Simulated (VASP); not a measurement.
KCl: single point with PBE

The system is KCl.

```
CELL_PARAMETERS angstrom
0.00000 3.14647 3.14647
3.14647 0.00000 3.14647
3.14647 3.14647 0.00000
ATOMIC_POSITIONS crystal
K 0.98882 0.01186 0.99803
Cl 0.48303 0.50210 0.50564
```

```yaml
Program: VASP 6.6.1
Task: single point
Functional: PBE
Potentials_or_basis: VASP PAW PBE potentials, release 64 (K_sv, Cl)
Cutoff: 520 eV
k_mesh: 8 × 8 × 8
Occupations: methfessel-paxton, width 0.05 eV
Spin: no spin polarisation
Dipole_correction: no
Further_INCAR_settings: ALGO = Normal; EDIFF = 1e-06; NBANDS = 15
```

The pressure is 0.8 GPa and the largest force is 0.068 eV/Å. The band gap on the k mesh is 5.19 eV.

Forces on the atoms (eV/Å):
```
K   -0.009  0.008 -0.067
Cl   0.009 -0.008  0.067
```

Levels at points of the mesh, in eV from the valence-band top:
```
           k point  band 6  band 7  band 8  band 9  band 10  band 11
(0.00, 0.00, 0.00)    0.00    0.00    0.00    5.19     8.38     8.38
(0.50, 0.00, 0.00)   -1.05   -0.32   -0.32    7.59     8.60    10.52
(0.00, 0.50, 0.00)   -1.05   -0.32   -0.32    7.59     8.60    10.52
(0.00, 0.00, 0.50)   -1.05   -0.32   -0.32    7.59     8.60    10.52
(0.50, 0.50, 0.50)   -1.05   -0.32   -0.32    7.59     8.60    10.52
(0.50, 0.50, 0.00)   -0.66   -0.22   -0.22    6.53     8.35    10.01
(0.00, 0.50, 0.50)   -0.66   -0.22   -0.22    6.54     8.35    10.07
(0.50, 0.00, 0.50)   -0.66   -0.22   -0.22    6.54     8.35    10.07
```

It took 4.2 min on 1 thread of AMD EPYC 9R14 (Zen 4), with other jobs on the host, peak memory 0.34 GiB.

A k mesh can miss the band edges. A hybrid or GW would open this gap; PBE tends to underestimate it.
